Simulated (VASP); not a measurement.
Set up this calculation in VASP 6.6.1, as the native input.

- Task: relaxation of cell and atoms
- Functional: PBE
- Potentials or basis: VASP PAW PBE potentials, release 64 (Zr_sv, B, Se)
- Cutoff: 600 eV
- k mesh: 4 × 4 × 4
- Occupations: gaussian, width 0.1 eV
- Spin: no spin polarisation
- Dipole correction: no
- Further INCAR settings: ALGO = Normal; EDIFF = 1e-06; IBRION = 2; EDIFFG = -0.04; NSW = 90; ISIF = 3

The structure of ZrB3Se2 lies in POSCAR:

```
ZrB3Se2
1.0
    3.5244074900      2.0348176100      2.8776666700
   -3.5244074900      2.0348176100      2.8776666700
    0.0000000000     -4.0696352300      2.8776666700
Zr B Se
1 3 2
Direct
    0.0000000000      0.0000000000      0.0000000000
    0.5000000000      0.5000000000      0.0000000000
    0.5000000000      0.0000000000      0.5000000000
    0.0000000000      0.5000000000      0.5000000000
    0.7500000000      0.7500000000      0.7500000000
    0.2500000000      0.2500000000      0.2500000000
```

These files were run (other wordings do the same):

INCAR

```
SYSTEM = ZrB3Se2
ALGO = Normal
EDIFF = 1E-6
EDIFFG = -0.04
ENCUT = 600
GGA = PE
IBRION = 2
ISIF = 3
ISMEAR = 0
LASPH = .True.
LCHARG = .False.
LREAL = .False.
LWAVE = .False.
NELM = 60
NSW = 90
PREC = Accurate
SIGMA = 0.1
```

KPOINTS

```
k-points
0
Gamma
  4 4 4
  0 0 0
```

Potentials or basis: VASP PAW PBE potentials, release 64 (Zr_sv, B, Se).

Run with:

```bash
$ cat potpaw_PBE.64/Zr_sv/POTCAR potpaw_PBE.64/B/POTCAR potpaw_PBE.64/Se/POTCAR > POTCAR
$ mpirun -np 1 vasp_std > vasp.out
```

It gave:

```json
{
  "Relaxed volume": "17.70 Å³/atom",
  "Relaxed cell": "a = 4.742 Å, b = 4.742 Å, c = 4.742 Å, α = 86.83°, β = 86.83°, γ = 86.83°",
  "Space group after relaxing (to 0.05 Å)": "R-3m (No. 166)",
  "Energy gained by relaxing": "824.5 meV/atom",
  "Ionic steps": "27",
  "Pressure after relaxing": "0.0 GPa",
  "Largest force after relaxing": "0.037 eV/Å"
}
```

Run time: 7.7 min on 1 thread of Intel(R) Xeon(R) Platinum 8488C (Sapphire Rapids), on a shared host, peak memory 0.27 GiB.
